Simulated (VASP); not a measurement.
# Cd (P6_3/mmc) in VASP: further runs

The runs below take Cd through single point, with PBE.

Program: VASP 6.6.1. These are calculated values, not measurements. Logs are shortened: lines on timing, memory, paths and dates and some standing lists are left out, and cuts for length are marked.

### Step 1. The cell of the first run

The structure is hexagonal, space group P6_3/mmc (No. 194). The conventional cell has a = 2.939 Å, b = 2.939 Å, c = 5.542 Å, α = 90.00°, β = 90.00°, γ = 120.00°. Cd (site symmetry -6m2) has 12 Cd at 2.94 to 3.25 Å within 3.9 Å.

### Step 2. Single point, PBE (volume scaled by 0.96)

Contents of INCAR:

```
PREC     = Accurate       # precision mode
ENCUT    = 520            # plane-wave cutoff, eV
EDIFF    = 1E-6           # SCF threshold, eV
ISMEAR   = -1             # smearing method
SIGMA    = 0.05           # smearing width, eV
LREAL    = False          # projectors in reciprocal space
LASPH    = True           # aspherical terms in the spheres
NELM     = 80             # most SCF steps
ALGO     = Normal         # electronic algorithm
ISIF     = 2              # what is computed and relaxed
LWAVE    = False          # write WAVECAR
LCHARG   = True           # write CHGCAR
GGA      = PE             # functional
LELF     = True           # ELF
LVHAR    = True         
NBANDS   = 19             # bands
```

Contents of KPOINTS:

```
regular mesh
0
Gamma
  10 10 5
```

Contents of POSCAR:

```
Cd
1.0
    2.9386100647      0.0000000000      0.0000000000
   -1.4693050324      2.5449109679      0.0000000000
    0.0000000000      0.0000000000      5.5417265037
Cd
2
Direct
    0.6666666667      0.3333333333      0.7500000000
    0.3333333333      0.6666666667      0.2500000000
```

Potentials or basis: VASP PAW PBE potentials, release 64 (Cd).

Launch:

```console
$ cat potpaw_PBE.64/Cd/POTCAR > POTCAR
$ mpirun -np 1 vasp_std > vasp.out
```

OUTCAR:

```text
PREC = Accurate
   ENCUT = 520
   EDIFF = 1E-6
   ISMEAR = -1
   LREAL = False
   LASPH = True
   NELM = 80
   ISIF = 2
   GGA = PE

 ion  position               nearest neighbor table
   1  0.667  0.333  0.750-   2 3.25   2 3.25   2 3.25   2 3.25   2 3.25   2 3.25
   2  0.333  0.667  0.250-   1 3.25   1 3.25   1 3.25   1 3.25   1 3.25   1 3.25

  LATTYP: Found a hexagonal cell.
 ALAT       =     2.9386100647
 C/A-ratio  =     1.8858325473

  Lattice vectors:

 A1 = (   2.9386100647,   0.0000000000,   0.0000000000)
 A2 = (  -1.4693050324,   2.5449109679,   0.0000000000)
 A3 = (   0.0000000000,   0.0000000000,   5.5417265037)

Analysis of symmetry for initial positions (statically):
=====================================================================
 Subroutine PRICEL returns:
 Original cell was already a primitive cell.

 Routine SETGRP: Setting up the symmetry group for a
 hexagonal supercell.

 Subroutine GETGRP returns: Found 24 space group operations
 (whereof 12 operations were pure point group operations)
 out of a pool of 24 trial point group operations.

The static configuration has the point symmetry D_3d.
 The point group associated with its full space group is D_6h.

Analysis of symmetry for dynamics (positions and initial velocities):
=====================================================================
 Subroutine PRICEL returns:
 Original cell was already a primitive cell.

 Routine SETGRP: Setting up the symmetry group for a
 hexagonal supercell.

 Subroutine GETGRP returns: Found 24 space group operations
 (whereof 12 operations were pure point group operations)
 out of a pool of 24 trial point group operations.

The dynamic configuration has the point symmetry D_3d.
 The point group associated with its full space group is D_6h.

 Subroutine INISYM returns: Found 24 space group operations
 (whereof 12 operations are pure point group operations),
 and found     1 'primitive' translations

----------------------------------------------------------------------------------------

                                     Primitive cell

  volume of cell :      41.4438

  direct lattice vectors                    reciprocal lattice vectors
     2.938610065  0.000000000  0.000000000     0.340296936  0.196470527  0.000000000
    -1.469305032  2.544910968  0.000000000     0.000000000  0.392941055  0.000000000
     0.000000000  0.000000000  5.541726504     0.000000000  0.000000000  0.180449179

  length of vectors
     2.938610065  2.938610065  5.541726504     0.392941055  0.392941055  0.180449179

  position of ions in fractional coordinates (direct lattice)
     0.666666667  0.333333333  0.750000000
     0.333333333  0.666666667  0.250000000

  ion indices of the primitive-cell ions
   primitive index   ion index
                 1           1
                 2           2

----------------------------------------------------------------------------------------

 KPOINTS: regular mesh

Automatic generation of k-mesh.
 Grid dimensions read from file:
 generate k-points for:   10   10    5

 Generating k-lattice:

  Cartesian coordinates                     Fractional coordinates (reciprocal lattice)
     0.034029694  0.019647053  0.000000000     0.100000000  0.000000000  0.000000000
     0.000000000  0.039294105  0.000000000     0.000000000  0.100000000  0.000000000
     0.000000000  0.000000000  0.036089836     0.000000000  0.000000000  0.200000000

  Length of vectors
     0.039294105  0.039294105  0.036089836

  Shift w.r.t. Gamma in fractional coordinates (k-lattice)
     0.000000000  0.000000000  0.000000000

 Subroutine IBZKPT returns following result:
 ===========================================

 Found     42 irreducible k-points:

 Following reciprocal coordinates:
            Coordinates               Weight
  0.000000  0.000000  0.000000      1.000000
  0.100000  0.000000  0.000000      6.000000
  0.200000  0.000000  0.000000      6.000000
  0.300000  0.000000  0.000000      6.000000
  0.400000  0.000000  0.000000      6.000000
  0.500000  0.000000  0.000000      3.000000
[... 16 lines left out ...]
  0.300000  0.100000  0.200000     24.000000
  0.400000  0.100000  0.200000     24.000000
 [... further k-points ...]
   k-points           NKPTS =     42   k-points in BZ     NKDIM =     42   number of bands    NBANDS=     19
   number of dos      NEDOS =    301   number of ions     NIONS =      2
   total plane-waves  NPLWV =  24192
   dimension x,y,z NGX =    24 NGY =   24 NGZ =   42
   dimension x,y,z NGXF=    48 NGYF=   48 NGZF=   84
   ions per type =               2
   NGX,Y,Z   is equivalent  to a cutoff of  13.58, 13.58, 12.60 a.u.
   NGXF,Y,Z  is equivalent  to a cutoff of  27.16, 27.16, 25.20 a.u.
 SYSTEM =  unknown system
   PREC   = accura    normal or accurate (medium, high low for compatibility)
   ISTART =      0    job   : 0-new  1-cont  2-samecut
   ICHARG =      2    charge: 1-file 2-atom 10-const
   ISPIN  =      1    spin polarized calculation?
   LNONCOLLINEAR =      F non collinear calculations
   LSORBIT =      F    spin-orbit coupling
   LASPH  =      T    aspherical Exc in radial PAW
   ENCUT  =  520.0 eV  38.22 Ry    6.18 a.u.   5.46  5.46 10.30*2*pi/ulx,y,z
   NELM   =     80;   NELMIN=  2; NELMDL= -5     # of ELM steps
   EDIFF  = 0.1E-05   stopping-criterion for ELM
   LREAL  =      F    real-space projection
   EDIFFG = 0.1E-04   stopping-criterion for IOM
   NSW    =      0    number of steps for IOM
   IBRION =     -1    ionic relax: 0-MD 1-quasi-New 2-CG
   NFREE  =      0    steps in history (QN), initial steepest desc. (CG)
   ISIF   =      2    stress and relaxation
   ISYM   =      2    0-nonsym 1-usesym 2-fastsym
   POTIM  = 0.5000    time-step for ionic-motion
   TEBEG  =    0.0;   TEEND  =   0.0 temperature during run
   PSTRESS=    0.0 pullay stress
   NELECT =      24.0000    total number of electrons
   NUPDOWN=      -1.0000    fix difference up-down
   EMIN   =  10.00;   EMAX   =-10.00  energy-range for DOS
   EFERMI =   0.00;   METHOD = LEGACY
   ISMEAR =    -1;   SIGMA  =   0.05  broadening in eV -4-tet -1-fermi 0-gaus
   EFERMI_NEDOS =   21; number of points for ismear=-14 and -15
   IALGO  =     38    algorithm
   IMIX   =      4    mixing-type and parameters
     AMIX     =   0.40;   BMIX     =  1.00
     AMIX_MAG =   1.60;   BMIX_MAG =  1.00
  volume/ion in A,a.u.               =      20.72       139.84
  Fermi-wavevector in a.u.,A,eV,Ry     =   1.364558  2.578641 25.334304  1.862019
  Thomas-Fermi vector in A             =   2.490863
   LORBIT       =      0    0 simple, 1 ext, 2 COOP (PROOUT), +10 PAW based schemes
   GGA     = PE    functional components
   LHFCALC =     F    Hartree Fock is set to
   AEXX    =    0.0000 exact exchange contribution
   IVDW    =     0    specifies the selected vdW correction
   LEPSILON=     F    determine dielectric tensor
   LRPA    =     F    only Hartree local field effects (RPA)
 non-spin polarized calculation
  energy-cutoff  :      520.00
  volume of cell :       41.44
 maximum number of plane-waves:      1149
 NGX is ok and might be reduce to    24
   NGX = 11   NGY = 11   NGZ = 21

 number of electron      24.0000013 magnetization

 Free energy of the ion-electron system (eV)
  ---------------------------------------------------
  ext. energy  EPLUGINS =         0.00000000
  ---------------------------------------------------
  free energy    TOTEN  =        -1.43199794 eV

  energy without entropy =       -1.42961061  energy(sigma->0) =       -1.43080427

 E-fermi :   3.1311     XC(G=0): -11.2512

 val. band max:        3.1130456295   @ k =   0.3000   0.0000   0.0000
 cond. band min:       3.2311687038   @ k =   0.4000   0.0000   0.0000
 fundamental gap:      0.1181230744
 Fermi energy:         3.1310968087

 k-point     1 :       0.0000    0.0000    0.0000
  band No.  band energies     occupation
      1      -6.7986      2.00000
      2      -6.5109      2.00000
      3      -6.0927      2.00000
      4      -6.0927      2.00000
      5      -6.0364      2.00000
      6      -6.0364      2.00000
[... 11 lines left out ...]
     18      18.6223      0.00000
     19      19.2462      0.00000

 k-point     2 :       0.1000    0.0000    0.0000
  band No.  band energies     occupation
      1      -6.6921      2.00000
      2      -6.4083      2.00000
      3      -6.1339      2.00000
      4      -6.0729      2.00000
      5      -5.9939      2.00000
      6      -5.9411      2.00000
[... 11 lines left out ...]
     18      18.5020      0.00000
     19      19.7618      0.00000

 k-point     3 :       0.2000    0.0000    0.0000
  band No.  band energies     occupation
      1      -6.5851      2.00000
      2      -6.3221      2.00000
      3      -6.1980      2.00000
      4      -5.9768      2.00000
      5      -5.8899      2.00000
      6      -5.7265      2.00000
[... 11 lines left out ...]
     18      16.6520      0.00000
     19      17.1677      0.00000

 k-point     4 :       0.3000    0.0000    0.0000
  band No.  band energies     occupation
      1      -6.7274      2.00000
      2      -6.5045      2.00000
      3      -6.2330      2.00000
      4      -5.9692      2.00000
      5      -5.8345      2.00000
      6      -5.7361      2.00000
[... 11 lines left out ...]
     18      16.6956      0.00000
     19      17.2682      0.00000

 k-point     5 :       0.4000    0.0000    0.0000
  band No.  band energies     occupation
      1      -6.8815      2.00000
      2      -6.6659      2.00000
      3      -6.4761      2.00000
      4      -5.9804      2.00000
      5      -5.8063      2.00000
      6      -5.7938      2.00000
[... 11 lines left out ...]
     18      16.4542      0.00000
     19      16.9863      0.00000
[... 334 lines left out ...]
      2      -6.3203      2.00000
      3      -6.1867      2.00000
      4      -6.1469      2.00000
      5      -5.8880      2.00000
      6      -5.7970      2.00000
[... 11 lines left out ...]
     18      16.6345      0.00000
     19      19.4556      0.00000

 k-point    22 :       0.2000    0.1000    0.2000
  band No.  band energies     occupation
      1      -6.5116      2.00000
      2      -6.3325      2.00000
      3      -6.2070      2.00000
      4      -6.0817      2.00000
      5      -5.9797      2.00000
      6      -5.8079      2.00000
[... 11 lines left out ...]
     18      15.2092      0.00000
     19      17.1921      0.00000

 k-point    23 :       0.3000    0.1000    0.2000
  band No.  band energies     occupation
      1      -6.6808      2.00000
      2      -6.5239      2.00000
      3      -6.3659      2.00000
      4      -6.1145      2.00000
      5      -5.8400      2.00000
      6      -5.7156      2.00000
[... 11 lines left out ...]
     18      14.1605      0.00000
     19      16.1405      0.00000

 k-point    24 :       0.4000    0.1000    0.2000
  band No.  band energies     occupation
      1      -6.7903      2.00000
      2      -6.6477      2.00000
      3      -6.4916      2.00000
      4      -6.1679      2.00000
      5      -5.8529      2.00000
      6      -5.6083      2.00000
[... 11 lines left out ...]
     18      13.5808      0.00000
     19      16.9459      0.00000

 [... further k-points ...]
[... 5 lines left out ...]
  --------------------------------------------------------------------------------------
  -------------------------------------------------------------------------------------
  Total        1.8659366      1.8659366      1.0333634     -0.0000000      0.0000000      0.0000000
  in kB       72.1352965     72.1352965     39.9488240     -0.0000000      0.0000000      0.0000000
  external PRESSURE =      61.4064723 kB  Pullay stress =       0.0000000 kB

 VOLUME and BASIS-vectors are now :
 -----------------------------------------------------------------------------
  energy-cutoff  :      520.00
  volume of cell :       41.44
      direct lattice vectors                 reciprocal lattice vectors
     2.938610065  0.000000000  0.000000000     0.340296936  0.196470527  0.000000000
    -1.469305032  2.544910968  0.000000000     0.000000000  0.392941055  0.000000000
     0.000000000  0.000000000  5.541726504     0.000000000  0.000000000  0.180449179

 POSITION                                       TOTAL-FORCE (eV/Angst)
 -----------------------------------------------------------------------------------
      1.46931      0.84830      4.15629         0.000000      0.000000      0.000000
     -0.00000      1.69661      1.38543        -0.000000     -0.000000      0.000000
 -----------------------------------------------------------------------------------
    total drift:                               -0.000000      0.000000     -0.000000

  FREE ENERGIE OF THE ION-ELECTRON SYSTEM (eV)
  ---------------------------------------------------
  free  energy   TOTEN  =        -1.4319979372 eV

  energy  without entropy=       -1.4296106119  energy(sigma->0) =       -1.43080427
```

It took 12 s on 1 thread of Intel Xeon Platinum 8488C (Sapphire Rapids), shared host; peak memory 0.17 GiB.

What came out:

* Free energy: -1.4320 eV
* Pressure: 6.1 GPa
* Band gap on the k mesh: zero (band 12 reaches 4.36 eV, above the bottom of band 13 at 0.28 eV)

Stress tensor (GPa, compression positive):
```
7.21 0.00 0.00
0.00 7.21 0.00
0.00 0.00 3.99
```

Levels at points of the mesh, in eV from the Fermi level:
```csv
k point,band 9,band 10,band 11,band 12,band 13,band 14,band 15,band 16
"(0.00, 0.00, 0.00)",-8.66,-8.38,-8.38,-3.09,-2.85,10.96,14.78,15.45
"(0.50, 0.00, 0.00)",-8.10,-8.07,-2.31,-1.70,2.23,3.22,3.57,5.51
```

### Step 3. Single point, PBE (volume scaled by 0.98)

Contents of INCAR:

```
SYSTEM = Cd
  ALGO = Normal
  EDIFF = 1E-6
  ENCUT = 520
  GGA = PE
  ISIF = 2
  ISMEAR = -1
  LASPH = .True.
  LCHARG = .True.
  LELF = .True.
  LREAL = .False.
  LVHAR = .True.
  LWAVE = .False.
  NBANDS = 19
  NELM = 100
  PREC = Accurate
  SIGMA = 0.05
```

Contents of KPOINTS:

```
k-points
0
Gamma
  10 10 5
  0 0 0
```

Contents of POSCAR:

```
Cd
1.0
    2.9588769815      0.0000000000      0.0000000000
   -1.4794384907      2.5624626327      0.0000000000
    0.0000000000      0.0000000000      5.5799465150
Cd
2
Direct
    0.6666666667      0.3333333333      0.7500000000
    0.3333333333      0.6666666667      0.2500000000
```

Potentials or basis: VASP PAW PBE potentials, release 64 (Cd).

Launch:

```console
$ cat potpaw_PBE.64/Cd/POTCAR > POTCAR
$ mpirun -np 1 vasp_std > vasp.out
```

OUTCAR:

```text
SYSTEM = Cd
   EDIFF = 1E-6
   ENCUT = 520
   GGA = PE
   ISIF = 2
   ISMEAR = -1
   LASPH = .True.
   LREAL = .False.
   NELM = 100
   PREC = Accurate

 ion  position               nearest neighbor table
   1  0.667  0.333  0.750-   2 3.27   2 3.27   2 3.27   2 3.27   2 3.27   2 3.27
   2  0.333  0.667  0.250-   1 3.27   1 3.27   1 3.27   1 3.27   1 3.27   1 3.27

  LATTYP: Found a hexagonal cell.
 ALAT       =     2.9588769815
 C/A-ratio  =     1.8858325472

  Lattice vectors:

 A1 = (   2.9588769815,   0.0000000000,   0.0000000000)
 A2 = (  -1.4794384907,   2.5624626327,   0.0000000000)
 A3 = (   0.0000000000,   0.0000000000,   5.5799465150)

Analysis of symmetry for initial positions (statically):
=====================================================================
 Subroutine PRICEL returns:
 Original cell was already a primitive cell.

 Routine SETGRP: Setting up the symmetry group for a
 hexagonal supercell.

 Subroutine GETGRP returns: Found 24 space group operations
 (whereof 12 operations were pure point group operations)
 out of a pool of 24 trial point group operations.

[... 155 lines left out ...]

 Free energy of the ion-electron system (eV)
  ---------------------------------------------------
  ext. energy  EPLUGINS =         0.00000000
  ---------------------------------------------------
  free energy    TOTEN  =        -1.46079367 eV

  energy without entropy =       -1.45853772  energy(sigma->0) =       -1.45966569

 E-fermi :   2.9890     XC(G=0): -11.1406

 val. band max:        2.9850649393   @ k =   0.3000   0.0000   0.0000
 cond. band min:       3.0803328152   @ k =   0.4000   0.0000   0.0000
 fundamental gap:      0.0952678758
 Fermi energy:         2.9890298949

 k-point     1 :       0.0000    0.0000    0.0000
  band No.  band energies     occupation
      1      -6.8580      2.00000
      2      -6.5802      2.00000
      3      -6.1896      2.00000
      4      -6.1896      2.00000
      5      -6.1360      2.00000
      6      -6.1360      2.00000
[... 505 lines left out ...]
      6      -5.7228      2.00000
[... 11 lines left out ...]
     18      13.2830      0.00000
     19      16.6278      0.00000

 [... further k-points ...]
[... 5 lines left out ...]
  --------------------------------------------------------------------------------------
  -------------------------------------------------------------------------------------
  Total        1.4336864      1.4336864      0.7596579      0.0000000     -0.0000000      0.0000000
  in kB       54.2938040     54.2938040     28.7682973      0.0000000     -0.0000000      0.0000000
  external PRESSURE =      45.7853017 kB  Pullay stress =       0.0000000 kB

 VOLUME and BASIS-vectors are now :
 -----------------------------------------------------------------------------
  energy-cutoff  :      520.00
  volume of cell :       42.31
      direct lattice vectors                 reciprocal lattice vectors
     2.958876982  0.000000000  0.000000000     0.337966062  0.195124797  0.000000000
    -1.479438491  2.562462633  0.000000000     0.000000000  0.390249593  0.000000000
     0.000000000  0.000000000  5.579946515     0.000000000  0.000000000  0.179213187

 POSITION                                       TOTAL-FORCE (eV/Angst)
 -----------------------------------------------------------------------------------
      1.47944      0.85415      4.18496         0.000000      0.000000      0.000000
     -0.00000      1.70831      1.39499        -0.000000     -0.000000      0.000000
 -----------------------------------------------------------------------------------
    total drift:                                0.000000     -0.000000      0.000000

  FREE ENERGIE OF THE ION-ELECTRON SYSTEM (eV)
  ---------------------------------------------------
  free  energy   TOTEN  =        -1.4607936670 eV

  energy  without entropy=       -1.4585377195  energy(sigma->0) =       -1.45966569
```

Wall time 13 s (1 thread of Intel Xeon Platinum 8488C (Sapphire Rapids), shared host); peak memory 0.17 GiB.

Results:

```
Free energy            : -1.4608 eV
Pressure               : 4.6 GPa
Band gap on the k mesh : zero (band 12 reaches 4.18 eV, above the bottom of band 13 at 0.11 eV)
```

Stress tensor (GPa, compression positive):
```
5.43 0.00 0.00
0.00 5.43 0.00
0.00 0.00 2.88
```

Levels at points of the mesh, in eV from the Fermi level:
```csv
k point,band 10,band 11,band 12,band 13,band 14,band 15
"(0.00, 0.00, 0.00)",-8.37,-8.37,-3.00,-2.88,10.82,14.68
"(0.50, 0.00, 0.00)",-8.07,-2.26,-1.71,2.17,3.18,3.44
```
